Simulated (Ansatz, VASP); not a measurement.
C in VASP and in Ansatz

Contents of INCAR:

```
PREC = Accurate ; ENCUT = 520
EDIFF = 1E-7 ; ISMEAR = 0
SIGMA = 0.05 ; LREAL = False
LASPH = True ; NELM = 60
ALGO = Normal ; ISIF = 2
LWAVE = False ; LCHARG = False
GGA = PE ; NBANDS = 26
```

Contents of KPOINTS:

```
regular mesh
0
Gamma
  6 6 6
```

Contents of POSCAR:

```
C
1.0
    3.5714750638      0.0000000000      0.0000000000
    0.0000000000     -3.5714750638      0.0000000000
    0.0000000000      0.0000000000     -3.5714750638
C
8
Direct
    0.5323311942     -0.0323311942     -0.0323311942
    0.0000000000      0.5000000000      0.0000000000
    0.0000000000      0.0000000000      0.5000000000
    0.5000000000      0.5000000000      0.5000000000
    0.7500000000      0.7500000000      0.7500000000
    0.2500000000      0.2500000000      0.7500000000
    0.2500000000      0.7500000000      0.2500000000
    0.7500000000      0.2500000000      0.2500000000
```

Input for Ansatz:

```yaml
crystal:
  lattice:
    - [3.5714750638, 0.0, 0.0]
    - [0.0, -3.5714750638, 0.0]
    - [0.0, 0.0, -3.5714750638]
  atoms:
    - { symbol: C, position: [0.5323311942, -0.0323311942, -0.0323311942] }
    - { symbol: C, position: [0.0, 0.5, 0.0] }
    - { symbol: C, position: [0.0, 0.0, 0.5] }
    - { symbol: C, position: [0.5, 0.5, 0.5] }
    - { symbol: C, position: [0.75, 0.75, 0.75] }
    - { symbol: C, position: [0.25, 0.25, 0.75] }
    - { symbol: C, position: [0.25, 0.75, 0.25] }
    - { symbol: C, position: [0.75, 0.25, 0.25] }
basis:
  ecutwfc: 420
kpoints:
  mp_grid: { grid: [6, 6, 6] }
hamiltonian:
  xc: pbe
scf:
  occupations: { method: gaussian, width: 0.05 }
output:
  forces: true
  stress: true
  eigenvalues: true
```

Alike in both runs: task single point; functional PBE; k mesh 6 × 6 × 6; occupations gaussian, width 0.05 eV; no spin polarisation.

|  | VASP | Ansatz |
| --- | --- | --- |
| version | VASP 6.6.1 | Ansatz 0.2.0 |
| potentials or method | VASP PAW PBE potentials, release 64 (C), cutoff 520 eV | scalar-relativistic, plane waves, PAW |
| valence electrons in the cell | 32 | 32 |

```tsv
	VASP	Ansatz	Ansatz less VASP
gap on the k mesh at the Fermi level (eV)	3.36	3.37	+0.006
least direct gap on the mesh (eV)	3.37	3.37	+0.005
pressure (GPa)	6.0	5.4	-0.63
traceless stress, the component that is largest in VASP (GPa)	4.63	4.54	-0.094
rms of the force components (eV/Å)	2.763	2.753	-0.0106
```

Atom by atom the forces differ by 0.012 eV/Å (rms over components).
